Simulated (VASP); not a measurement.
Input of a VASP 6.6.1 run:

Contents of POSCAR:

```
SiC
1.0
    3.0751950059      0.0000000000      0.0076879875
   -1.5375975029      2.6631969967     -0.0038439938
    0.0126204171      0.0000000000      5.0481668544
Si C
2 2
Direct
    0.3333333333      0.6666666667      0.0046028828
    0.6666666667      0.3333333333      0.5046028828
    0.3333333333      0.6666666667      0.3803971172
    0.6666666667      0.3333333333      0.8803971172
```

Contents of INCAR.step1:

```
SYSTEM = SiC
PREC = Accurate
ENCUT = 520
ISMEAR = 0
SIGMA = 0.05
LREAL = .FALSE.
LASPH = .TRUE.
NELM = 80
NBANDS = 16
GGA = PE
ALGO = Normal
EDIFF = 1E-4
LWAVE = .TRUE.
LCHARG = .FALSE.
```

The input INCAR.step2:

```
SYSTEM = SiC
PREC = Accurate
ENCUT = 520
EDIFF = 1E-6
ISMEAR = 0
SIGMA = 0.05
LREAL = .FALSE.
LASPH = .TRUE.
NELM = 80
ALGO = Normal
ISIF = 2
LWAVE = .FALSE.
LCHARG = .FALSE.
METAGGA = R2SCAN
LMIXTAU = .TRUE.
NBANDS = 16
ISTART = 1
```

KPOINTS

```
regular mesh
0
G
  12 12 6
  0 0 0
```

Potentials or basis: VASP PAW PBE potentials, release 64 (Si, C).

Launch:

```bash
$ cat potpaw_PBE.64/Si/POTCAR potpaw_PBE.64/C/POTCAR > POTCAR
$ cp INCAR.step1 INCAR
$ mpirun -np 1 vasp_std > vasp.out
$ cp INCAR.step2 INCAR
$ mpirun -np 1 vasp_std > vasp.out
```

Q: What does it give for the pressure?

A: -0.2 GPa.

Q: Predict the band gap on the k mesh.

A: 2.66 eV (least direct gap 4.48 eV).

Q: Predict the largest force.

A: 0.027 eV/Å.

Stress tensor (GPa, compression positive):
```
-0.16  0.00 -0.89
 0.00 -0.16  0.00
-0.89  0.00 -0.15
```

Caveat: the cell differs from its parent crystal (strain +0.0050 x Voigt [0, 0, 0, 0, 1, 0]); the PAW data sets were made with another functional, which shifts forces and pressure a little. A k mesh can miss the band edges.
